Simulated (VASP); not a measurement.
# BaTiO3 (P4/mmm) in VASP: notebook

The runs below take BaTiO3 through single point, with PBEsol.

All numbers are computed with VASP 6.6.1; they aren't measurements. Logs are shortened: lines on timing, memory, paths and dates and some standing lists are left out, and cuts for length are marked.

## Step 1: The cell of the first run

It takes space group P4/mmm (No. 123, tetragonal). The conventional cell has a = 3.930 Å, b = 3.930 Å, c = 3.998 Å, α = 90.00°, β = 90.00°, γ = 90.00°. Within 3.7 Å of Ba (site symmetry 4/mmm) lie 12 O at 2.78 to 2.80 Å and 8 Ti at 3.42 Å. Within 2.6 Å of Ti (site symmetry 4/mmm) lie 6 O at 1.97 to 2.00 Å. Within 2.6 Å of O (site symmetry mmm) lie 2 Ti at 1.97 Å. O (site symmetry 4/mmm) has 2 Ti at 2.00 Å within 2.6 Å.

## Step 2: Single point, PBEsol

INCAR

```
SYSTEM = BaTiO3
  PREC = Accurate
  ENCUT = 520
  EDIFF = 1E-7
  ISMEAR = 0
  SIGMA = 0.02
  LREAL = .False.
  LASPH = .True.
  NELM = 100
  ALGO = Normal
  ISIF = 2
  LWAVE = .False.
  LCHARG = .True.
  GGA = PS
  LELF = .True.
  LVHAR = .True.
  NBANDS = 28
```

KPOINTS

```
regular mesh
0
Gamma
  8 8 8
  0 0 0
```

POSCAR

```
BaTiO3
1.0
    3.9301706377      0.0000000000      0.0000000000
    0.0000000000      3.9301706377      0.0000000000
    0.0000000000      0.0000000000      3.9980479129
Ba Ti O
1 1 3
Direct
    0.5000000000      0.5000000000      0.5000000000
    0.0000000000      0.0000000000      0.0000000000
    0.5000000000      0.0000000000      0.0000000000
    0.0000000000      0.5000000000      0.0000000000
    0.0000000000      0.0000000000      0.5000000000
```

Potentials or basis: VASP PAW PBE potentials, release 64 (Ba_sv, Ti_sv, O).

Launch:

```console
cat potpaw_PBE.64/Ba_sv/POTCAR potpaw_PBE.64/Ti_sv/POTCAR potpaw_PBE.64/O/POTCAR > POTCAR
mpirun -np 1 vasp_std > vasp.out
```

OUTCAR:

```text
SYSTEM = BaTiO3
   PREC = Accurate
   ENCUT = 520
   EDIFF = 1E-7
   ISMEAR = 0
   LREAL = .False.
   LASPH = .True.
   NELM = 100
   ISIF = 2
   GGA = PS

 ion  position               nearest neighbor table
   1  0.500  0.500  0.500-   5 2.78   5 2.78   5 2.78   5 2.78   4 2.80   3 2.80   4 2.80   3 2.80
                             4 2.80   3 2.80   4 2.80   3 2.80   2 3.42   2 3.42   2 3.42   2 3.42
   2  0.000  0.000  0.000-   3 1.97   4 1.97   4 1.97   3 1.97   5 2.00   5 2.00   1 3.42   1 3.42
                             1 3.42   1 3.42   1 3.42   1 3.42   1 3.42   1 3.42
   3  0.500  0.000  0.000-   2 1.97   2 1.97   1 2.80   1 2.80   1 2.80   1 2.80
   4  0.000  0.500  0.000-   2 1.97   2 1.97   1 2.80   1 2.80   1 2.80   1 2.80
   5  0.000  0.000  0.500-   2 2.00   2 2.00   1 2.78   1 2.78   1 2.78   1 2.78

  LATTYP: Found a simple tetragonal cell.
 ALAT       =     3.9301706377
 C/A-ratio  =     1.0172708214

  Lattice vectors:

 A1 = (   3.9301706377,   0.0000000000,   0.0000000000)
 A2 = (   0.0000000000,   3.9301706377,   0.0000000000)
 A3 = (   0.0000000000,   0.0000000000,   3.9980479129)

Analysis of symmetry for initial positions (statically):
=====================================================================
 Subroutine PRICEL returns:
 Original cell was already a primitive cell.

 Routine SETGRP: Setting up the symmetry group for a
 simple tetragonal supercell.

 Subroutine GETGRP returns: Found 16 space group operations
 (whereof 16 operations were pure point group operations)
 out of a pool of 16 trial point group operations.

The static configuration has the point symmetry D_4h.

Analysis of symmetry for dynamics (positions and initial velocities):
=====================================================================
 Subroutine PRICEL returns:
 Original cell was already a primitive cell.

 Routine SETGRP: Setting up the symmetry group for a
 simple tetragonal supercell.

 Subroutine GETGRP returns: Found 16 space group operations
 (whereof 16 operations were pure point group operations)
 out of a pool of 16 trial point group operations.

The dynamic configuration has the point symmetry D_4h.

 Subroutine INISYM returns: Found 16 space group operations
 (whereof 16 operations are pure point group operations),
 and found     1 'primitive' translations

----------------------------------------------------------------------------------------

                                     Primitive cell

  volume of cell :      61.7548

  direct lattice vectors                    reciprocal lattice vectors
     3.930170638  0.000000000  0.000000000     0.254441879  0.000000000  0.000000000
     0.000000000  3.930170638  0.000000000     0.000000000  0.254441879  0.000000000
     0.000000000  0.000000000  3.998047913     0.000000000  0.000000000  0.250122065

  length of vectors
     3.930170638  3.930170638  3.998047913     0.254441879  0.254441879  0.250122065

  position of ions in fractional coordinates (direct lattice)
     0.500000000  0.500000000  0.500000000
     0.000000000  0.000000000  0.000000000
     0.500000000  0.000000000  0.000000000
     0.000000000  0.500000000  0.000000000
     0.000000000  0.000000000  0.500000000

  ion indices of the primitive-cell ions
   primitive index   ion index
                 1           1
                 2           2
                 3           3
                 4           4
                 5           5

----------------------------------------------------------------------------------------

 KPOINTS: regular mesh

Automatic generation of k-mesh.
 Grid dimensions read from file:
 generate k-points for:    8    8    8

 Generating k-lattice:

  Cartesian coordinates                     Fractional coordinates (reciprocal lattice)
     0.031805235  0.000000000  0.000000000     0.125000000  0.000000000  0.000000000
     0.000000000  0.031805235  0.000000000     0.000000000  0.125000000  0.000000000
     0.000000000  0.000000000  0.031265258     0.000000000  0.000000000  0.125000000

  Length of vectors
     0.031805235  0.031805235  0.031265258

  Shift w.r.t. Gamma in fractional coordinates (k-lattice)
     0.000000000  0.000000000  0.000000000

 Subroutine IBZKPT returns following result:
 ===========================================

 Found     75 irreducible k-points:

 Following reciprocal coordinates:
            Coordinates               Weight
  0.000000  0.000000  0.000000      1.000000
  0.125000  0.000000  0.000000      4.000000
  0.250000  0.000000  0.000000      4.000000
  0.375000  0.000000  0.000000      4.000000
  0.500000  0.000000  0.000000      2.000000
  0.125000  0.125000  0.000000      4.000000
[... 16 lines left out ...]
  0.375000  0.125000  0.125000     16.000000
  0.500000  0.125000  0.125000      8.000000
 [... further k-points ...]
   k-points           NKPTS =     75   k-points in BZ     NKDIM =     75   number of bands    NBANDS=     28
   number of dos      NEDOS =    301   number of ions     NIONS =      5
   total plane-waves  NPLWV =  27000
   dimension x,y,z NGX =    30 NGY =   30 NGZ =   30
   dimension x,y,z NGXF=    60 NGYF=   60 NGZF=   60
   ions per type =               1   1   3
   NGX,Y,Z   is equivalent  to a cutoff of  12.69, 12.69, 12.47 a.u.
   NGXF,Y,Z  is equivalent  to a cutoff of  25.38, 25.38, 24.95 a.u.
 SYSTEM =  BaTiO3
   PREC   = accura    normal or accurate (medium, high low for compatibility)
   ISTART =      0    job   : 0-new  1-cont  2-samecut
   ICHARG =      2    charge: 1-file 2-atom 10-const
   ISPIN  =      1    spin polarized calculation?
   LNONCOLLINEAR =      F non collinear calculations
   LSORBIT =      F    spin-orbit coupling
   LASPH  =      T    aspherical Exc in radial PAW
   ENCUT  =  520.0 eV  38.22 Ry    6.18 a.u.   7.31  7.31  7.43*2*pi/ulx,y,z
   NELM   =    100;   NELMIN=  2; NELMDL= -5     # of ELM steps
   EDIFF  = 0.1E-06   stopping-criterion for ELM
   LREAL  =      F    real-space projection
   EDIFFG = 0.1E-05   stopping-criterion for IOM
   NSW    =      0    number of steps for IOM
   IBRION =     -1    ionic relax: 0-MD 1-quasi-New 2-CG
   NFREE  =      0    steps in history (QN), initial steepest desc. (CG)
   ISIF   =      2    stress and relaxation
   ISYM   =      2    0-nonsym 1-usesym 2-fastsym
   POTIM  = 0.5000    time-step for ionic-motion
   TEBEG  =    0.0;   TEEND  =   0.0 temperature during run
   PSTRESS=    0.0 pullay stress
   NELECT =      40.0000    total number of electrons
   NUPDOWN=      -1.0000    fix difference up-down
   EMIN   =  10.00;   EMAX   =-10.00  energy-range for DOS
   EFERMI =   0.00;   METHOD = LEGACY
   ISMEAR =     0;   SIGMA  =   0.02  broadening in eV -4-tet -1-fermi 0-gaus
   EFERMI_NEDOS =   21; number of points for ismear=-14 and -15
   IALGO  =     38    algorithm
   IMIX   =      4    mixing-type and parameters
     AMIX     =   0.40;   BMIX     =  1.00
     AMIX_MAG =   1.60;   BMIX_MAG =  1.00
  volume/ion in A,a.u.               =      12.35        83.35
  Fermi-wavevector in a.u.,A,eV,Ry     =   1.416461  2.676723 27.298201  2.006361
  Thomas-Fermi vector in A             =   2.537793
   LORBIT       =      0    0 simple, 1 ext, 2 COOP (PROOUT), +10 PAW based schemes
   GGA     = PS    functional components
   LHFCALC =     F    Hartree Fock is set to
   AEXX    =    0.0000 exact exchange contribution
   IVDW    =     0    specifies the selected vdW correction
   LEPSILON=     F    determine dielectric tensor
   LRPA    =     F    only Hartree local field effects (RPA)
 non-spin polarized calculation
 Gauss-broadening in eV      SIGMA  =   0.02
  energy-cutoff  :      520.00
  volume of cell :       61.75
 maximum number of plane-waves:      1687
 NGX is ok and might be reduce to    30
   NGX = 15   NGY = 15   NGZ = 15

 number of electron      39.9999988 magnetization

 Free energy of the ion-electron system (eV)
  ---------------------------------------------------
  ext. energy  EPLUGINS =         0.00000000
  ---------------------------------------------------
  free energy    TOTEN  =       -41.95112629 eV

  energy without entropy =      -41.95112629  energy(sigma->0) =      -41.95112629

 E-fermi :   4.1305     XC(G=0): -11.7169

 val. band max:        4.0147345906   @ k =   0.5000   0.5000   0.5000
 cond. band min:       5.7454779524   @ k =   0.0000   0.0000   0.0000
 fundamental gap:      1.7307433618
 Fermi energy:         4.1304544233

 k-point     1 :       0.0000    0.0000    0.0000
  band No.  band energies     occupation
      1     -52.2217      2.00000
      2     -28.5728      2.00000
      3     -28.5728      2.00000
      4     -28.5612      2.00000
      5     -20.6947      2.00000
      6     -12.9208      2.00000
[... 20 lines left out ...]
     27       9.0318      0.00000
     28      11.5976      0.00000

 k-point     2 :       0.1250    0.0000    0.0000
  band No.  band energies     occupation
      1     -52.2215      2.00000
      2     -28.5831      2.00000
      3     -28.5724      2.00000
      4     -28.5608      2.00000
      5     -20.6724      2.00000
      6     -12.9267      2.00000
[... 20 lines left out ...]
     27       9.3608      0.00000
     28      11.9935      0.00000

 k-point     3 :       0.2500    0.0000    0.0000
  band No.  band energies     occupation
      1     -52.2210      2.00000
      2     -28.6078      2.00000
      3     -28.5714      2.00000
      4     -28.5598      2.00000
      5     -20.6175      2.00000
      6     -13.0090      2.00000
[... 20 lines left out ...]
     27      10.1907      0.00000
     28      12.4602      0.00000

 k-point     4 :       0.3750    0.0000    0.0000
  band No.  band energies     occupation
      1     -52.2205      2.00000
      2     -28.6324      2.00000
      3     -28.5704      2.00000
      4     -28.5588      2.00000
      5     -20.5612      2.00000
      6     -13.1456      2.00000
[... 20 lines left out ...]
     27      11.2177      0.00000
     28      12.3088      0.00000

 k-point     5 :       0.5000    0.0000    0.0000
  band No.  band energies     occupation
      1     -52.2203      2.00000
      2     -28.6425      2.00000
      3     -28.5700      2.00000
      4     -28.5584      2.00000
      5     -20.5375      2.00000
      6     -13.2094      2.00000
[... 20 lines left out ...]
     27      11.7392      0.00000
     28      12.2450      0.00000

 k-point     6 :       0.1250    0.1250    0.0000
  band No.  band energies     occupation
      1     -52.2213      2.00000
      2     -28.5829      2.00000
      3     -28.5823      2.00000
      4     -28.5604      2.00000
      5     -20.6512      2.00000
      6     -12.9152      2.00000
[... 463 lines left out ...]
      5     -20.6333      2.00000
      6     -12.9161      2.00000
[... 20 lines left out ...]
     27       9.9213      0.00000
     28      12.2057      0.00000

 k-point    22 :       0.2500    0.1250    0.1250
  band No.  band energies     occupation
      1     -52.2206      2.00000
      2     -28.6068      2.00000
      3     -28.5812      2.00000
      4     -28.5676      2.00000
      5     -20.5838      2.00000
      6     -12.9220      2.00000
[... 20 lines left out ...]
     27      10.6617      0.00000
     28      12.5014      0.00000

 k-point    23 :       0.3750    0.1250    0.1250
  band No.  band energies     occupation
      1     -52.2201      2.00000
      2     -28.6312      2.00000
      3     -28.5801      2.00000
      4     -28.5665      2.00000
      5     -20.5332      2.00000
      6     -13.0023      2.00000
[... 20 lines left out ...]
     27      11.6406      0.00000
     28      12.7730      0.00000

 k-point    24 :       0.5000    0.1250    0.1250
  band No.  band energies     occupation
      1     -52.2199      2.00000
      2     -28.6412      2.00000
      3     -28.5797      2.00000
      4     -28.5661      2.00000
      5     -20.5119      2.00000
      6     -13.0482      2.00000
[... 20 lines left out ...]
     27      12.0513      0.00000
     28      12.9138      0.00000

 [... further k-points ...]
[... 5 lines left out ...]
  --------------------------------------------------------------------------------------
  -------------------------------------------------------------------------------------
  Total        2.2574896      2.2574896      0.7803176      0.0000000     -0.0000000      0.0000000
  in kB       58.5686936     58.5686936     20.2446912      0.0000000     -0.0000000      0.0000000
  external PRESSURE =      45.7940261 kB  Pullay stress =       0.0000000 kB

 VOLUME and BASIS-vectors are now :
 -----------------------------------------------------------------------------
  energy-cutoff  :      520.00
  volume of cell :       61.75
      direct lattice vectors                 reciprocal lattice vectors
     3.930170638  0.000000000  0.000000000     0.254441879  0.000000000  0.000000000
     0.000000000  3.930170638  0.000000000     0.000000000  0.254441879  0.000000000
     0.000000000  0.000000000  3.998047913     0.000000000  0.000000000  0.250122065

 POSITION                                       TOTAL-FORCE (eV/Angst)
 -----------------------------------------------------------------------------------
      1.96509      1.96509      1.99902         0.000000      0.000000      0.000000
      0.00000      0.00000      0.00000         0.000000      0.000000      0.000000
      1.96509      0.00000      0.00000         0.000000      0.000000      0.000000
      0.00000      1.96509      0.00000         0.000000      0.000000      0.000000
      0.00000      0.00000      1.99902         0.000000      0.000000      0.000000
 -----------------------------------------------------------------------------------
    total drift:                                0.000000     -0.000000      0.000000

  FREE ENERGIE OF THE ION-ELECTRON SYSTEM (eV)
  ---------------------------------------------------
  free  energy   TOTEN  =       -41.9511262860 eV

  energy  without entropy=      -41.9511262860  energy(sigma->0) =      -41.95112629
```

It took 90 s on 1 thread of Intel Xeon Platinum 8488C (Sapphire Rapids), shared host; peak memory 0.26 GiB.

Results:

- Free energy: -41.9511 eV
- Pressure: 4.6 GPa
- Band gap on the k mesh: 1.73 eV, indirect (least direct gap 1.86 eV)

Caveat: the PAW data sets were made with another functional, which shifts forces and pressure a little; spin-orbit coupling is left out, which moves the levels of the heavy elements.

[end of part 1 of 2]
